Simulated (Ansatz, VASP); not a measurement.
## Two plane-wave programs on BaTiO3

```xyz
15
Lattice="3.9699 0.0000 0.0000 0.0000 3.9699 0.0000 0.0000 0.0000 24.9247" Properties=species:S:1:pos:R:3 pbc="T T T"
Ba    1.9849    1.9849    7.5000
Ba    1.9849    1.9849   11.4699
Ba    1.9849    1.9849   15.4397
O     0.0000    0.0000    7.5000
O     1.9849    0.0000    9.4849
O     0.0000    1.9849    9.4849
O     0.0000    0.0000   11.4699
O     1.9849    0.0000   13.4548
O     0.0000    1.9849   13.4548
O     0.0000    0.0000   15.4397
O     1.9849    0.0000   17.4247
O     0.0000    1.9849   17.4247
Ti    0.0000    0.0000    9.4849
Ti    0.0000    0.0000   13.4548
Ti    0.0000    0.0000   17.4247
```

Alike in both runs: task single point; functional PBEsol; k mesh 7 × 7 × 3; occupations gaussian, width 0.05 eV; no spin polarisation.

|  | VASP | Ansatz |
| --- | --- | --- |
| version | VASP 6.6.1 | Ansatz 0.2.0 |
| potentials or method | VASP PAW PBE potentials, release 64 (Ba_sv, O, Ti_sv), cutoff 520 eV | scalar-relativistic, plane waves, PAW |
| valence electrons in the cell | 120 | 120 |

Ansatz gave:

- gap on the k mesh at the Fermi level (eV): 1.00
- least direct gap on the mesh (eV): 1.57
- rms of the force components (eV/Å): 0.451

**Question.** Which values does VASP return?

**Answer.** gap on the k mesh at the Fermi level (eV): 0.95; least direct gap on the mesh (eV): 1.54; rms of the force components (eV/Å): 0.440.

VASP's potentials were made for PBE, not for PBEsol. With one functional, cell and mesh, what is left measures potentials, basis and numerics.

Neither program's run includes spin-orbit coupling.
